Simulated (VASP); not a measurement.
Wanted: the native input for a VASP 6.6.1 run.

| Item | Value |
| --- | --- |
| Task | single point |
| Functional | PBE |
| Potentials or basis | VASP PAW PBE potentials, release 64 (O_h, H_h, C_h) |
| Cutoff | 910 eV |
| k mesh | 1 × 1 × 1 |
| Occupations | fermi-dirac, width 0.02 eV |
| Spin | no spin polarisation |
| Dipole correction | no |
| Second run | hard_potentials |
| Further INCAR settings | LREAL = Auto; ALGO = Normal; EDIFF = 1e-06; NBANDS = 36 |

The structure of H10CO5 lies in POSCAR:

```
H10CO5
1.0
    5.2511710000      0.0000000000      0.0000000000
    0.0000000000      5.2511710000      0.0000000000
    0.0000000000      0.0000000000      5.2511710000
O H C
5 10 1
Direct
    0.6692221602      0.4652866951      1.1035824200
   -0.0652997208      0.5034115248      0.6828381708
    0.3994537599      0.7060901273      0.5831080344
    1.2459125784      1.1048964126      0.8793848077
    0.7754460862      0.1212681895      0.4925758464
    0.5147042441      0.3685654114      1.0683712262
    0.7432818318      0.5230833275      0.9343249344
    0.0809152854      0.6057125163      0.6397811079
    0.0055606645      0.3175482192      0.7406348032
    0.5482586646      0.7837299528      0.6583483951
    0.4706569259      0.5851456751      0.4567362213
    1.3674092883      1.0844819184      0.7484806722
    1.1307001810      0.9813811053      0.8154562097
    1.0082322591      0.1304090078      0.1941471721
    0.6893129171      0.0026851154      0.1213634064
    0.8208073971      0.0953311176      0.2686448413
```

The input as run:

INCAR

```
PREC = Accurate
ENCUT = 910
EDIFF = 1E-6
ISMEAR = -1
SIGMA = 0.02
LREAL = Auto
LASPH = T
NELM = 120
ALGO = Normal
ISIF = 2
LWAVE = F
LCHARG = T
GGA = PE
LELF = T
LVHAR = T
NBANDS = 36
GGA_COMPAT = F
```

KPOINTS

```
Automatic mesh
0
Gamma
  1 1 1
```

Potentials or basis: VASP PAW PBE potentials, release 64 (O_h, H_h, C_h).

Launch:

```sh
$ cat potpaw_PBE.64/O_h/POTCAR potpaw_PBE.64/H_h/POTCAR potpaw_PBE.64/C_h/POTCAR > POTCAR
$ mpirun -np 1 vasp_gam > vasp.out
```

It gave:

The pressure is 2.2 GPa and the largest force is 3.571 eV/Å. The band gap on the k mesh is 4.09 eV.

Caveat: the k points lie up to 1.20 Å⁻¹ apart; the cutoff is under 1.25 times the usual one of these potentials, so pressure, stress and relaxed cells hold a basis-set (Pulay) error.

It took 38 s on 1 thread of AMD EPYC 7R43 64-Core Processor (Zen 3) (shared host), peak memory 0.31 GiB.
